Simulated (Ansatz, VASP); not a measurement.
## One calculation of TiO2, two programs

```
Ti O
1.0
     2.67110   -2.67117   -0.01991
     2.67116    2.67124   -0.02001
     0.07242   -0.00017    9.58867
Ti O
4 8
Cartesian
  4.6835 -0.6677 1.1637
  2.0488 -0.6680 5.9780
  3.3659 0.6679 3.5708
  0.7311 0.6677 8.3852
  2.0274 2.0036 3.1703
  2.0638 -0.6678 7.9647
  3.3509 0.6678 1.5840
  3.3873 -2.0037 6.3784
  2.0334 -0.6676 3.9912
  2.0699 2.0033 8.7855
  3.3449 -2.0034 0.7632
  3.3813 0.6675 5.5575
```

Alike in both runs: functional r2SCAN; k mesh 6 × 6 × 4; occupations gaussian, width 0.05 eV; no spin polarisation.

Ansatz relaxed the structure, and its values are those at the end. VASP's run is a single point on that final structure, the one shown.

```csv
,VASP,Ansatz
version,VASP 6.6.1,Ansatz 0.2.0
potentials or method,"VASP PAW PBE potentials, release 64 (Ti_sv, O), cutoff 520 eV","scalar-relativistic, plane waves, PAW"
valence electrons in the cell,96,96
```

|  | VASP | Ansatz | Ansatz less VASP |
| --- | --- | --- | --- |
| gap on the k mesh at the Fermi level (eV) | 2.60 | 2.58 | -0.022 |
| least direct gap on the mesh (eV) | 2.68 | 2.65 | -0.028 |
| pressure (GPa) | 1.1 | -0.1 | -1.21 |
| rms of the force components (eV/Å) | 0.016 | 0.001 | -0.0152 |

VASP's potentials were made for PBE, not for r2SCAN. The functional is the same, so the differences come from potentials, cutoffs and numerics.
